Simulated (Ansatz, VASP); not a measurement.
ZnO in VASP and in Ansatz

File POSCAR:

```
ZnO
1.0
    3.2493080000      0.0000000000      0.0000000000
   -1.6246540000      2.8139832727      0.0000000000
    0.0000000000      0.0000000000      5.2057090000
Zn O
2 2
Direct
    0.3333333333      0.6666666667      0.5000000000
    0.6666666667      0.3333333333      0.0000000000
    0.6666666667      0.3333333333      0.3790100000
    0.3333333333      0.6666666667      0.8790100000
```

File INCAR.step1:

```
SYSTEM = ZnO
PREC     = Accurate       ! precision mode
ENCUT    = 600            ! plane-wave cutoff, eV
ISMEAR   = 0              ! smearing method
SIGMA    = 0.02           ! smearing width, eV
LREAL    = .False.        ! projectors in reciprocal space
LASPH    = .True.         ! aspherical terms in the spheres
NELM     = 100            ! most SCF steps
GGA      = PE             ! functional
ALGO     = Normal         ! electronic algorithm
EDIFF    = 1E-4           ! SCF threshold, eV
LWAVE    = .True.         ! write WAVECAR
LCHARG   = .False.        ! write CHGCAR
```

The input INCAR.step2:

```
SYSTEM = ZnO
PREC     = Accurate       ! precision mode
ENCUT    = 600            ! plane-wave cutoff, eV
EDIFF    = 1E-6           ! SCF threshold, eV
ISMEAR   = 0              ! smearing method
SIGMA    = 0.02           ! smearing width, eV
LREAL    = .False.        ! projectors in reciprocal space
LASPH    = .True.         ! aspherical terms in the spheres
NELM     = 100            ! most SCF steps
ALGO     = Normal         ! electronic algorithm
ISIF     = 3              ! what is computed and relaxed
LWAVE    = .False.        ! write WAVECAR
LCHARG   = .False.        ! write CHGCAR
METAGGA  = R2SCAN         ! meta-GGA
LMIXTAU  = .True.       
IBRION   = 2              ! ionic algorithm
NSW      = 100            ! ionic steps
EDIFFG   = -0.005         ! ionic threshold
ISTART   = 1
```

KPOINTS

```
regular mesh
0
Gamma
  9 9 6
  0 0 0
```

Input for Ansatz:

```yaml
crystal:
  lattice:
    - [3.249308, 0.0, 0.0]
    - [-1.624654, 2.8139832727, 0.0]
    - [0.0, 0.0, 5.205709]
  atoms:
    - { symbol: Zn, position: [0.3333333333, 0.6666666667, 0.5] }
    - { symbol: Zn, position: [0.6666666667, 0.3333333333, 0.0] }
    - { symbol: O, position: [0.6666666667, 0.3333333333, 0.37901] }
    - { symbol: O, position: [0.3333333333, 0.6666666667, 0.87901] }
basis:
  ecutwfc: 500
kpoints:
  mp_grid: { grid: [9, 9, 6] }
hamiltonian:
  xc: r2scan
scf:
  occupations: { method: gaussian, width: 0.02 }
output:
  forces: true
  stress: true
  eigenvalues: true
  write_density: true
  write_potential: true
  elf: true
  volumetric_format: npy
relax:
  adjacent_minimum: "off"
  f_tol: 0.005
  max_steps: 80
  cell: { stress_tol: 0.05 }
```

Alike in both runs: task relaxation of cell and atoms; functional r2SCAN; k mesh 9 × 9 × 6; occupations gaussian, width 0.02 eV; no spin polarisation.

```csv
,VASP,Ansatz
version,VASP 6.6.1,Ansatz 0.2.0
potentials or method,"VASP PAW PBE potentials, release 64 (Zn, O), cutoff 600 eV","scalar-relativistic, plane waves, PAW"
valence electrons in the cell,36,36
```

Ansatz gave:

- gap on the k mesh at the Fermi level, each at its own relaxed structure (eV): 1.24
- relaxed volume (Å³/atom): 11.81
- relaxed cell length with the largest relative difference (Å): 5.211

Problem. What did VASP give for the same quantities?

Solution. gap on the k mesh at the Fermi level, each at its own relaxed structure (eV): 1.23; relaxed volume (Å³/atom): 11.86; relaxed cell length with the largest relative difference (Å): 5.220.

VASP's potentials were made for PBE, not for r2SCAN.
